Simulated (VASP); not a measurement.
# Mg (I4/mmm) in VASP: notebook

Mg is run at these levels: PBEsol; tasks: single point.

Program: VASP 6.6.1. These are calculated values, not measurements. Logs are shortened: lines on timing, memory, paths and dates and some standing lists are left out, and cuts for length are marked.

### 1 The cell of the first run

It takes space group I4/mmm (No. 139, tetragonal). The conventional cell has a = 3.108 Å, b = 3.108 Å, c = 2.961 Å, α = 90.00°, β = 90.00°, γ = 90.00°. Mg (site symmetry 4/mmm) has 14 Mg at 2.65 to 3.11 Å within 3.5 Å.

### 2 Single point, PBEsol

The input, INCAR:

```
SYSTEM = Mg
  PREC = Accurate
  ENCUT = 520
  EDIFF = 1E-6
  ISMEAR = -1
  SIGMA = 0.1
  LREAL = .False.
  LASPH = .True.
  NELM = 80
  ALGO = Normal
  ISIF = 2
  LWAVE = .False.
  LCHARG = .True.
  GGA = PS
  LELF = .True.
  LVHAR = .True.
  NBANDS = 7
```

The input, KPOINTS:

```
Automatic mesh
0
Gamma
  13 13 13
  0 0 0
```

The input, POSCAR:

```
Mg
1.0
    2.6494692793      0.0497886052     -0.0000000837
   -1.0411110402      2.4368533336     -0.0000000837
   -0.8041790521     -1.2433208651      2.1976386523
Mg
1
Direct
    0.0000000000      0.0000000000      0.0000000000
```

Potentials or basis: VASP PAW PBE potentials, release 64 (Mg).

Launch:

```console
cat potpaw_PBE.64/Mg/POTCAR > POTCAR
mpirun -np 1 vasp_std > vasp.out
```

OUTCAR:

```text
SYSTEM = Mg
   PREC = Accurate
   ENCUT = 520
   EDIFF = 1E-6
   ISMEAR = -1
   LREAL = .False.
   LASPH = .True.
   NELM = 80
   ISIF = 2
   GGA = PS

 ion  position               nearest neighbor table
   1  0.000  0.000  0.000-

  LATTYP: Found a body centered tetragonal cell.
 ALAT       =     3.1079302689
 C/A-ratio  =     0.9528698606

  Lattice vectors:

 A1 = (   2.6494692793,   0.0497886052,  -0.0000000837)
 A2 = (  -1.0411110402,   2.4368533336,  -0.0000000837)
 A3 = (  -0.8041790521,  -1.2433208651,   2.1976386523)

Analysis of symmetry for initial positions (statically):
=====================================================================
 Subroutine PRICEL returns:
 Original cell was already a primitive cell.

 Routine SETGRP: Setting up the symmetry group for a
 body centered tetragonal supercell.

 Subroutine GETGRP returns: Found 16 space group operations
 (whereof 16 operations were pure point group operations)
 out of a pool of 16 trial point group operations.

The static configuration has the point symmetry D_4h.

Analysis of symmetry for dynamics (positions and initial velocities):
=====================================================================
 Subroutine PRICEL returns:
 Original cell was already a primitive cell.

 Routine SETGRP: Setting up the symmetry group for a
 body centered tetragonal supercell.

 Subroutine GETGRP returns: Found 16 space group operations
 (whereof 16 operations were pure point group operations)
 out of a pool of 16 trial point group operations.

The dynamic configuration has the point symmetry D_4h.

 Subroutine INISYM returns: Found 16 space group operations
 (whereof 16 operations are pure point group operations),
 and found     1 'primitive' translations

----------------------------------------------------------------------------------------

                                     Primitive cell

  volume of cell :      14.3027

  direct lattice vectors                    reciprocal lattice vectors
     2.649469279  0.049788605 -0.000000084     0.374427962  0.159969047  0.227516920
    -1.041111040  2.436853334 -0.000000084    -0.007650123  0.407096881  0.227516920
    -0.804179052 -1.243320865  2.197638652     0.000000014  0.000000022  0.455033878

  length of vectors
     2.649937050  2.649937050  2.649937050     0.466422924  0.466422924  0.455033878

  position of ions in fractional coordinates (direct lattice)
     0.000000000  0.000000000  0.000000000

  ion indices of the primitive-cell ions
   primitive index   ion index
                 1           1

----------------------------------------------------------------------------------------

 KPOINTS: Automatic mesh

Automatic generation of k-mesh.
 Grid dimensions read from file:
 generate k-points for:   13   13   13

 Generating k-lattice:

  Cartesian coordinates                     Fractional coordinates (reciprocal lattice)
     0.028802151  0.012305311  0.017501302     0.076923077  0.000000000  0.000000000
    -0.000588471  0.031315145  0.017501302    -0.000000000  0.076923077  0.000000000
     0.000000001  0.000000002  0.035002606    -0.000000000 -0.000000000  0.076923077

  Length of vectors
     0.035878686  0.035878686  0.035002606

  Shift w.r.t. Gamma in fractional coordinates (k-lattice)
     0.000000000  0.000000000  0.000000000

 Subroutine IBZKPT returns following result:
 ===========================================

 Found    196 irreducible k-points:

 Following reciprocal coordinates:
            Coordinates               Weight
  0.000000  0.000000  0.000000      1.000000
  0.076923  0.000000  0.000000      8.000000
  0.153846 -0.000000  0.000000      8.000000
  0.230769  0.000000 -0.000000      8.000000
  0.307692 -0.000000  0.000000      8.000000
  0.384615  0.000000  0.000000      8.000000
[... 16 lines left out ...]
  0.384615  0.153846  0.000000     16.000000
  0.461538  0.153846  0.000000     16.000000
 [... further k-points ...]
   k-points           NKPTS =    196   k-points in BZ     NKDIM =    196   number of bands    NBANDS=      7
   number of dos      NEDOS =    301   number of ions     NIONS =      1
   total plane-waves  NPLWV =   8000
   dimension x,y,z NGX =    20 NGY =   20 NGZ =   20
   dimension x,y,z NGXF=    40 NGYF=   40 NGZF=   40
   ions per type =               1
   NGX,Y,Z   is equivalent  to a cutoff of  12.55, 12.55, 12.55 a.u.
   NGXF,Y,Z  is equivalent  to a cutoff of  25.09, 25.09, 25.09 a.u.
 SYSTEM =  Mg
   PREC   = accura    normal or accurate (medium, high low for compatibility)
   ISTART =      0    job   : 0-new  1-cont  2-samecut
   ICHARG =      2    charge: 1-file 2-atom 10-const
   ISPIN  =      1    spin polarized calculation?
   LNONCOLLINEAR =      F non collinear calculations
   LSORBIT =      F    spin-orbit coupling
   LASPH  =      T    aspherical Exc in radial PAW
   ENCUT  =  520.0 eV  38.22 Ry    6.18 a.u.   4.93  4.93  4.93*2*pi/ulx,y,z
   NELM   =     80;   NELMIN=  2; NELMDL= -5     # of ELM steps
   EDIFF  = 0.1E-05   stopping-criterion for ELM
   LREAL  =      F    real-space projection
   EDIFFG = 0.1E-04   stopping-criterion for IOM
   NSW    =      0    number of steps for IOM
   IBRION =     -1    ionic relax: 0-MD 1-quasi-New 2-CG
   NFREE  =      0    steps in history (QN), initial steepest desc. (CG)
   ISIF   =      2    stress and relaxation
   ISYM   =      2    0-nonsym 1-usesym 2-fastsym
   POTIM  = 0.5000    time-step for ionic-motion
   TEBEG  =    0.0;   TEEND  =   0.0 temperature during run
   PSTRESS=    0.0 pullay stress
   NELECT =       2.0000    total number of electrons
   NUPDOWN=      -1.0000    fix difference up-down
   EMIN   =  10.00;   EMAX   =-10.00  energy-range for DOS
   EFERMI =   0.00;   METHOD = LEGACY
   ISMEAR =    -1;   SIGMA  =   0.10  broadening in eV -4-tet -1-fermi 0-gaus
   EFERMI_NEDOS =   21; number of points for ismear=-14 and -15
   IALGO  =     38    algorithm
   IMIX   =      4    mixing-type and parameters
     AMIX     =   0.40;   BMIX     =  1.00
     AMIX_MAG =   1.60;   BMIX_MAG =  1.00
  volume/ion in A,a.u.               =      14.30        96.52
  Fermi-wavevector in a.u.,A,eV,Ry     =   0.849726  1.605750  9.823878  0.722035
  Thomas-Fermi vector in A             =   1.965592
   LORBIT       =      0    0 simple, 1 ext, 2 COOP (PROOUT), +10 PAW based schemes
   GGA     = PS    functional components
   LHFCALC =     F    Hartree Fock is set to
   AEXX    =    0.0000 exact exchange contribution
   IVDW    =     0    specifies the selected vdW correction
   LEPSILON=     F    determine dielectric tensor
   LRPA    =     F    only Hartree local field effects (RPA)
 non-spin polarized calculation
  energy-cutoff  :      520.00
  volume of cell :       14.30
 maximum number of plane-waves:       400
   NGX =  9   NGY =  9   NGZ =  9

 number of electron       2.0000000 magnetization

 Free energy of the ion-electron system (eV)
  ---------------------------------------------------
  ext. energy  EPLUGINS =         0.00000000
  ---------------------------------------------------
  free energy    TOTEN  =        -0.98391751 eV

  energy without entropy =       -0.97180120  energy(sigma->0) =       -0.97785936

 E-fermi :   5.6500     XC(G=0): -10.1688

 val. band max:        5.6427851720   @ k =  -0.0769  -0.4615   0.0769
 cond. band min:       5.6640100447   @ k =   0.4615   0.3846  -0.0000
 fundamental gap:      0.0212248727
 Fermi energy:         5.6500005552

 k-point     1 :       0.0000    0.0000    0.0000
  band No.  band energies     occupation
      1      -3.6147      2.00000
      2      21.3038      0.00000
      3      22.6501      0.00000
      4      22.6501      0.00000
      5      24.0610      0.00000
      6      25.5522      0.00000
      7      25.9304      0.00000

 k-point     2 :       0.0769    0.0000    0.0000
  band No.  band energies     occupation
      1      -3.4196      2.00000
      2      20.6387      0.00000
      3      20.7647      0.00000
      4      21.9985      0.00000
      5      23.1527      0.00000
      6      24.2734      0.00000
      7      27.1832      0.00000

 k-point     3 :       0.1538   -0.0000    0.0000
  band No.  band energies     occupation
      1      -2.8381      2.00000
      2      17.3292      0.00000
      3      19.2472      0.00000
      4      21.1036      0.00000
      5      21.9065      0.00000
      6      23.7938      0.00000
      7      27.8709      0.00000

 k-point     4 :       0.2308    0.0000   -0.0000
  band No.  band energies     occupation
      1      -1.8818      2.00000
      2      13.9688      0.00000
      3      17.9001      0.00000
      4      20.3227      0.00000
      5      20.7666      0.00000
      6      23.3267      0.00000
      7      28.3415      0.00000

 k-point     5 :       0.3077   -0.0000    0.0000
  band No.  band energies     occupation
      1      -0.5694      2.00000
      2      10.8579      0.00000
      3      16.8324      0.00000
      4      19.7135      0.00000
      5      19.9049      0.00000
      6      22.7116      0.00000
      7      29.1913      0.00000

 k-point     6 :       0.3846    0.0000    0.0000
  band No.  band energies     occupation
      1       1.0701      2.00000
      2       8.0316      0.00000
      3      16.1048      0.00000
      4      19.3025      0.00000
      5      19.3359      0.00000
      6      22.1592      0.00000
      7      30.1231      0.00000

 k-point     7 :       0.4615    0.0000   -0.0000
  band No.  band energies     occupation
      1       2.9436      2.00000
      2       5.5697      1.38145
      3      15.7376      0.00000
      4      19.0542      0.00000
      5      19.0966      0.00000
      6      21.8428      0.00000
      7      30.7611      0.00000
[... 121 lines left out ...]
 k-point    20 :       0.1538    0.1538    0.0000
  band No.  band energies     occupation
      1      -1.2795      2.00000
      2      13.6074      0.00000
      3      14.9381      0.00000
      4      19.2538      0.00000
      5      22.2631      0.00000
      6      24.2870      0.00000
      7      28.2758      0.00000

 k-point    21 :       0.2308    0.1538    0.0000
  band No.  band energies     occupation
      1       0.0359      2.00000
      2      10.9718      0.00000
      3      13.5211      0.00000
      4      18.5243      0.00000
      5      21.9002      0.00000
      6      24.7371      0.00000
      7      27.7938      0.00000

 k-point    22 :       0.3077    0.1538    0.0000
  band No.  band energies     occupation
      1       1.6712      2.00000
      2       8.3000      0.00000
      3      12.7026      0.00000
      4      18.0369      0.00000
      5      21.4485      0.00000
      6      25.2921      0.00000
      7      27.7196      0.00000

 k-point    23 :       0.3846    0.1538    0.0000
  band No.  band energies     occupation
      1       3.5159      2.00000
      2       5.9336      0.11084
      3      12.2777      0.00000
      4      17.8327      0.00000
      5      21.1559      0.00000
      6      25.6796      0.00000
      7      28.1953      0.00000

 k-point    24 :       0.4615    0.1538    0.0000
  band No.  band energies     occupation
      1       3.3444      2.00000
      2       6.1261      0.01697
      3      12.2235      0.00000
      4      17.9306      0.00000
      5      21.1058      0.00000
      6      25.9707      0.00000
      7      28.5482      0.00000

 [... further k-points ...]

------------------------ aborting loop because EDIFF is reached ----------------------------------------

  FORCE on cell =-STRESS in cart. coord.  units (eV):
  Direction    XX          YY          ZZ          XY          YZ          ZX
  --------------------------------------------------------------------------------------
  -------------------------------------------------------------------------------------
  Total        3.6371970      3.6405057      3.6348173      0.0036792     -0.0000000     -0.0000000
  in kB      407.4365775    407.8072106    407.1700015      0.4121464     -0.0000000     -0.0000000
  external PRESSURE =     407.4712632 kB  Pullay stress =       0.0000000 kB

 VOLUME and BASIS-vectors are now :
 -----------------------------------------------------------------------------
  energy-cutoff  :      520.00
  volume of cell :       14.30
      direct lattice vectors                 reciprocal lattice vectors
     2.649469279  0.049788605 -0.000000084     0.374427962  0.159969047  0.227516920
    -1.041111040  2.436853334 -0.000000084    -0.007650123  0.407096881  0.227516920
    -0.804179052 -1.243320865  2.197638652     0.000000014  0.000000022  0.455033878

 POSITION                                       TOTAL-FORCE (eV/Angst)
 -----------------------------------------------------------------------------------
      0.00000      0.00000      0.00000        -0.000000     -0.000000      0.000000
 -----------------------------------------------------------------------------------
    total drift:                               -0.000000      0.000000     -0.000000

  FREE ENERGIE OF THE ION-ELECTRON SYSTEM (eV)
  ---------------------------------------------------
  free  energy   TOTEN  =        -0.9839175100 eV

  energy  without entropy=       -0.9718012040  energy(sigma->0) =       -0.97785936
```

It took 7.7 s on 1 thread of AMD EPYC 9R45 (Zen 5), shared host; peak memory 0.11 GiB.

What came out:

| Quantity | Value |
| --- | --- |
| Free energy | -0.9839 eV |
| Pressure | 40.7 GPa |
| Band gap on the k mesh | zero (bands 1 and 2 overlap by 4.38 eV) |

Levels at points of the mesh, in eV from the Fermi level:
```
           k point  band 1  band 2  band 3  band 4
(0.00, 0.00, 0.00)   -9.26   15.65   17.00   17.00
```

Caveat: the cell stands under pressure; the PAW data sets were made with another functional, which shifts forces and pressure a little.

### 3 Single point, PBEsol

This run uses another cell than the first one, of 15.29 Å³/atom.

The input, INCAR:

```
SYSTEM = Mg
  PREC = Accurate
  ENCUT = 520
  EDIFF = 1E-6
  ISMEAR = -1
  SIGMA = 0.1
  LREAL = .FALSE.
  LASPH = .TRUE.
  NELM = 100
  ALGO = Normal
  ISIF = 2
  LWAVE = .FALSE.
  LCHARG = .FALSE.
  GGA = PS
  NBANDS = 7
```

The input, KPOINTS:

```
regular mesh
0
G
  13 13 13
  0 0 0
```

The input, POSCAR:

```
Mg
1.0
    2.7097935296      0.0424653604     -0.0000000852
   -1.0725285334      2.4888685833     -0.0000000852
   -0.8186324289     -1.2656668649      2.2522683262
Mg
1
Direct
    0.0000000000      0.0000000000      0.0000000000
```

Potentials or basis: VASP PAW PBE potentials, release 64 (Mg).

Launch:

```console
cat potpaw_PBE.64/Mg/POTCAR > POTCAR
mpirun -np 1 vasp_std > vasp.out
```

Wall time 7.8 s (1 thread of AMD EPYC 9R45 (Zen 5), shared host); peak memory 0.1 GiB.

Results (log left out):

- Free energy: -1.2027 eV
- Pressure: 30.5 GPa
- Band gap on the k mesh: zero (bands 1 and 2 overlap by 4.45 eV)

Levels at points of the mesh, in eV from the Fermi level:
| k point | band 1 | band 2 | band 3 | band 4 | band 5 |
| --- | --- | --- | --- | --- | --- |
| (0.00, 0.00, 0.00) | -8.91 | 15.03 | 16.51 | 16.51 | 17.71 |

Caveat: the cell stands under pressure; the PAW data sets were made with another functional, which shifts forces and pressure a little.

### 4 Single point, PBEsol

This run uses another cell than the first one, of 16.64 Å³/atom.

The input, INCAR:

```
SYSTEM = Mg
ALGO = Normal ; EDIFF = 1E-7
ENCUT = 520 ; GGA = PS
ISIF = 2 ; ISMEAR = -1
LASPH = .True. ; LCHARG = .False.
LREAL = .False. ; LWAVE = .False.
NBANDS = 7 ; NELM = 100
PREC = Accurate ; SIGMA = 0.1
```

The input, KPOINTS:

```
k-points
0
Gamma
  13 13 13
  0 0 0
```

The input, POSCAR:

```
Mg
1.0
    2.7874954702      0.0355554698     -0.0000000873
   -1.1106954436      2.5569025831     -0.0000000873
   -0.8383999420     -1.2962289162      2.3212650262
Mg
1
Direct
    0.0000000000      0.0000000000      0.0000000000
```

Launch:

```console
cat potpaw_PBE.64/Mg/POTCAR > POTCAR
mpirun -np 1 vasp_std > vasp.out
```

Wall time 12 s (1 thread of AMD EPYC 9R45 (Zen 5), shared host); peak memory 0.12 GiB.

It converged, with:

```yaml
Free_energy: -1.4132 eV
Pressure: 20.3 GPa
Band_gap_on_the_k_mesh: zero (bands 1 and 2 overlap by 4.49 eV)
```

Levels at points of the mesh, in eV from the Fermi level:
| k point | band 1 | band 2 | band 3 | band 4 | band 5 | band 6 |
| --- | --- | --- | --- | --- | --- | --- |
| (0.00, 0.00, 0.00) | -8.47 | 14.32 | 15.87 | 15.87 | 16.88 | 18.37 |

Caveat: the cell stands under pressure; the PAW data sets were made with another functional, which shifts forces and pressure a little.

### 5 The runs side by side

| cell | gap on the mesh (eV) | pressure (GPa) |
| --- | --- | --- |
| a = 2.650 Å, angles 108.2, 108.2, 112.1°, 1 atom | none | 40.7 |
| a = 2.710 Å, angles 108.0, 108.0, 112.4°, 1 atom | none | 30.5 |
| a = 2.788 Å, angles 107.9, 107.9, 112.7°, 1 atom | none | 20.3 |

Alike in all rows: task single point; level PBEsol; potentials or basis VASP PAW PBE potentials, release 64 (Mg); no spin polarisation; k mesh 13 × 13 × 13; cutoff (eV) 520; smearing fermi-dirac 0.1 eV.

Caveats: the cell stands under pressure; the PAW data sets were made with another functional, which shifts forces and pressure a little.

Absolute energies hang on the potentials; compare differences alone.

The gap in the log of VASP goes by the Fermi energy; the results here count the filled bands.